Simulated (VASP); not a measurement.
N, 8 atoms in the cell. Symmetry: C2/m, No. 12, monoclinic system. The conventional cell has a = 6.109 Å, b = 3.527 Å, c = 13.695 Å, α = 90.00°, β = 102.89°, γ = 90.00°. N (site symmetry m) has 1 N at 1.09 Å within 1.5 Å. N (site symmetry m) has 1 N at 1.09 Å within 1.5 Å. Within 1.5 Å of N (site symmetry m) lie 1 N at 1.09 Å. N (site symmetry m) has 1 N at 1.09 Å within 1.5 Å. 

| Quantity | Value |
| --- | --- |
| Program | VASP 6.6.1 |
| Task | single point |
| Functional | LDA |
| Potentials or basis | VASP PAW LDA potentials, release 64 (N) |
| Cutoff | 520 eV |
| k mesh | 7 × 7 × 2 |
| Occupations | gaussian, width 0.05 eV |
| Spin | no spin polarisation |
| Dipole correction | no |
| Further INCAR settings | ALGO = Normal; EDIFF = 1e-06; NBANDS = 30; ISYM = 0 |

Potentials or basis: VASP PAW LDA potentials, release 64 (N).

The run is started by

```bash
$ cat potpaw_LDA.64/N/POTCAR > POTCAR
$ mpirun -np 1 vasp_std > vasp.out
```

Hardware: 1 thread of Intel(R) Xeon(R) 6975P-C (Granite Rapids), with other jobs on the host.

Q: Estimate the wall time of this run.

A: Wall time 110 s on 1 thread of Intel(R) Xeon(R) 6975P-C (Granite Rapids), on a shared host, peak memory 0.29 GiB. Counts: scf iterations 14, k points 50.
